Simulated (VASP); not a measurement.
# Ti (P6/mmm) in VASP: settings compared, part 3 of 3

VASP 6.6.1.

## (7) Relaxation of cell and atoms, PBEsol

This run uses another cell than the first one, of 17.23 Å³/atom, 1.121 times its volume.

Input file INCAR:

```
SYSTEM = Ti
PREC = Accurate
ENCUT = 600
EDIFF = 1E-6
ISMEAR = 0
SIGMA = 0.1
LREAL = .False.
LASPH = .True.
NELM = 60
ALGO = Normal
ISIF = 3
LWAVE = .False.
LCHARG = .False.
GGA = PS
IBRION = 2
NSW = 100
EDIFFG = -0.01
```

Input file KPOINTS:

```
regular mesh
0
Gamma
  8 8 11
  0 0 0
```

Input file POSCAR:

```
Ti
1.0
    4.6000000000      0.0000000000      0.0000000000
   -2.3000000000      3.9837170000      0.0000000000
    0.0000000000      0.0000000000      2.8200000000
Ti
3
Direct
    0.0000000000      0.0000000000      0.0000000000
    0.3333333333      0.6666666667      0.5000000000
    0.6666666667      0.3333333333      0.5000000000
```

Potentials or basis: VASP PAW PBE potentials, release 64 (Ti_sv).

Run with:

```console
$ cat potpaw_PBE.64/Ti_sv/POTCAR > POTCAR
$ mpirun -np 1 vasp_std > vasp.out
```

OUTCAR:

```text
SYSTEM = Ti
   PREC = Accurate
   ENCUT = 600
   EDIFF = 1E-6
   ISMEAR = 0
   LREAL = .False.
   LASPH = .True.
   NELM = 60
   ISIF = 3
   GGA = PS
   IBRION = 2
   NSW = 100
   EDIFFG = -0.01

 ion  position               nearest neighbor table
   1  0.000  0.000  0.000-
   2  0.333  0.667  0.500-   3 2.66   3 2.66   3 2.66
   3  0.667  0.333  0.500-   2 2.66   2 2.66   2 2.66

  LATTYP: Found a hexagonal cell.
 ALAT       =     4.6000000000
 C/A-ratio  =     0.6130434783

  Lattice vectors:

 A1 = (   4.6000000000,   0.0000000000,   0.0000000000)
 A2 = (  -2.3000000000,   3.9837170000,   0.0000000000)
 A3 = (   0.0000000000,   0.0000000000,   2.8200000000)

Analysis of symmetry for initial positions (statically):
=====================================================================
 Subroutine PRICEL returns:
 Original cell was already a primitive cell.

 Routine SETGRP: Setting up the symmetry group for a
 hexagonal supercell.

 Subroutine GETGRP returns: Found 24 space group operations
 (whereof 24 operations were pure point group operations)
[... 173 lines left out ...]
  Direction    XX          YY          ZZ          XY          YZ          ZX
  --------------------------------------------------------------------------------------
  -------------------------------------------------------------------------------------
  Total       -1.8277242     -1.8277243     -1.2964378      0.0000000      0.0000000      0.0000000
  in kB      -56.6664266    -56.6664306    -40.1945201      0.0000000      0.0000000      0.0000000
  external PRESSURE =     -51.1757924 kB  Pullay stress =       0.0000000 kB
[... 283 lines left out ...]
--------------------------------------- Ionic step        9  -------------------------------------------

 number of electron      35.9999996 magnetization

 Free energy of the ion-electron system (eV)
  ---------------------------------------------------
  ext. energy  EPLUGINS =         0.00000000
  ---------------------------------------------------
  free energy    TOTEN  =       -25.06699419 eV

  energy without entropy =      -25.05369114  energy(sigma->0) =      -25.06034266

 E-fermi :   8.6879     XC(G=0): -11.9004

 val. band max:        8.6677548074   @ k =   0.0000   0.0000   0.0000
 cond. band min:       8.6907118377   @ k =   0.3750   0.0000   0.0000
 fundamental gap:      0.0229570303
 Fermi energy:         8.6879087369

 k-point     1 :       0.0000    0.0000    0.0000
  band No.  band energies     occupation
      1     -47.8979      2.00000
      2     -47.6314      2.00000
      3     -47.4411      2.00000
      4     -24.3287      2.00000
      5     -24.3287      2.00000
      6     -24.2395      2.00000
[... 589 lines left out ...]
     21       9.5028      0.00000
     22       9.7595      0.00000

 [... further k-points ...]

------------------------ aborting loop because EDIFF is reached ----------------------------------------

  FORCE on cell =-STRESS in cart. coord.  units (eV):
  Direction    XX          YY          ZZ          XY          YZ          ZX
  --------------------------------------------------------------------------------------
  -------------------------------------------------------------------------------------
  Total       -0.0059656     -0.0059656     -0.0085451      0.0000000      0.0000000     -0.0000000
  in kB       -0.1938095     -0.1938095     -0.2776101      0.0000000      0.0000000     -0.0000000
  external PRESSURE =      -0.2217431 kB  Pullay stress =       0.0000000 kB
[... 18 lines left out ...]
  FREE ENERGIE OF THE ION-ELECTRON SYSTEM (eV)
  ---------------------------------------------------
  free  energy   TOTEN  =       -25.0669941894 eV

  energy  without entropy=      -25.0536911402  energy(sigma->0) =      -25.06034266

 reached required accuracy - stopping structural energy minimisation
```

OSZICAR:

```text
N       E                     dE             d eps       ncg     rms          rms(c)
DAV:   1     0.442514642195E+03    0.44251E+03   -0.20768E+04  2640   0.222E+03
DAV:   2     0.231288580354E+02   -0.41939E+03   -0.41538E+03  2664   0.597E+02
DAV:   3    -0.241130078604E+02   -0.47242E+02   -0.46509E+02  5072   0.167E+02
[... 84 lines left out ...]
DAV:   4    -0.250669671094E+02    0.12228E-03   -0.11191E-03  3720   0.359E-01    0.234E-02
DAV:   5    -0.250669795089E+02   -0.12400E-04   -0.77923E-05  3740   0.772E-02    0.932E-03
DAV:   6    -0.250669873330E+02   -0.78241E-05   -0.13697E-05  4146   0.254E-02    0.979E-03
DAV:   7    -0.250669938849E+02   -0.65519E-05   -0.14012E-05  3670   0.234E-02    0.235E-03
DAV:   8    -0.250669941894E+02   -0.30443E-06   -0.16590E-06  1950   0.945E-03
   9 F= -.25066994E+02 E0= -.25060343E+02  d E =-.973531E-05
```

CONTCAR:

```text
Ti
   1.00000000000000
     4.5129881180808491   -0.0000000000000000   -0.0000000000000000
    -2.2564940590404245    3.9083624917452311    0.0000000000000000
    -0.0000000000000000    0.0000000000000000    2.7959615690981967
  Ti
     3
Direct
     0.0000000000000000    0.0000000000000000    0.0000000000000000
     0.3333333332999970    0.6666666667000030    0.5000000000000000
     0.6666666667000030    0.3333333332999970    0.5000000000000000

  0.00000000E+00  0.00000000E+00  0.00000000E+00
  0.00000000E+00  0.00000000E+00  0.00000000E+00
  0.00000000E+00  0.00000000E+00  0.00000000E+00
```

Wall time 6.5 min (1 thread of Intel Xeon 6975P-C, shared host); peak memory 0.24 GiB.

Results:

| Item | Value |
| --- | --- |
| Free energy | -25.0670 eV |
| Relaxed volume | 16.44 Å³/atom |
| Relaxed cell | a = 4.513 Å, b = 4.513 Å, c = 2.796 Å, α = 90.00°, β = 90.00°, γ = 120.00° |
| Space group after relaxing (to 0.05 Å) | P6/mmm (No. 191) |
| Energy gained by relaxing | 13.8 meV/atom |
| Ionic steps | 9 |
| Pressure after relaxing | 0.0 GPa |
| Band gap on the k mesh | zero (band 18 reaches 8.93 eV, above the bottom of band 19 at 8.57 eV) |

Step by step:
```
step  energy change (eV)  largest force (eV/Å)  pressure (GPa)  volume (Å³)
   1              0.0000                0.0000           -5.12        51.68
   2             -0.0204                0.0000            4.23        47.67
   3             -0.0409                0.0000            0.05        49.28
   4             -0.0409                0.0000            0.15        49.23
   5             -0.0414                0.0000            0.12        49.25
   6             -0.0415                0.0000            0.11        49.25
   7             -0.0414                0.0000            0.11        49.25
   8             -0.0415                0.0000            0.10        49.25
   9             -0.0415                0.0000           -0.02        49.32
```

Final structure:
```
Ti
1.0
     4.51299    0.00000    0.00000
    -2.25649    3.90836    0.00000
     0.00000    0.00000    2.79596
Ti
3
Direct
  0.00000 0.00000 0.00000
  0.33333 0.66667 0.50000
  0.66667 0.33333 0.50000
```

Caveat: the PAW data sets were made with another functional, which shifts forces and pressure a little.

## (8) Summary

```tsv
task	level	potentials or basis	cell	cutoff (eV)	gap on the mesh (eV)	pressure (GPa)	relaxed volume (Å³/atom)
single point	BLYP+D3(BJ)	VASP PAW PBE potentials, release 64 (Ti_sv)	a = 4.407, b = 4.407, c = 2.741 Å, angles 90.0, 90.0, 120.0°, 3 atoms	520	none	-0.2	-
single point	LDA	VASP PAW LDA potentials, release 64 (Ti_sv)	a = 4.453, b = 4.453, c = 2.768 Å, angles 90.0, 90.0, 120.0°, 3 atoms	520	none	-0.1	-
single point	PBEsol	VASP PAW PBE potentials, release 64 (Ti_sv)	a = 4.516, b = 4.516, c = 2.797 Å, angles 90.0, 90.0, 120.0°, 3 atoms	520	none	-0.3	-
relaxation of cell and atoms	LDA	VASP PAW LDA potentials, release 64 (Ti_sv)	relaxed from a = 4.600, b = 4.600, c = 2.820 Å, angles 90.0, 90.0, 120.0°, 3 atoms	600	none	0.0	15.82
relaxation of cell and atoms	BLYP+D3(BJ)	VASP PAW PBE potentials, release 64 (Ti_sv)	relaxed from a = 4.600, b = 4.600, c = 2.820 Å, angles 90.0, 90.0, 120.0°, 3 atoms	600	none	-0.1	15.35
relaxation of cell and atoms	PBEsol	VASP PAW PBE potentials, release 64 (Ti_sv)	relaxed from a = 4.600, b = 4.600, c = 2.820 Å, angles 90.0, 90.0, 120.0°, 3 atoms	600	none	0.0	16.44
```

Alike in all rows: no spin polarisation; k mesh 8 × 8 × 11; smearing gaussian 0.1 eV.

Caveats: the PAW data sets were made with another functional, which shifts forces and pressure a little (some runs); pairwise dispersion overbinds metals, which lowers pressure and volume (some runs); the volume moved by -11 % from the deposited cell, more than functionals usually miss (some runs).

Total energies depend on the potentials used, so only differences within one code and one set of settings carry meaning.
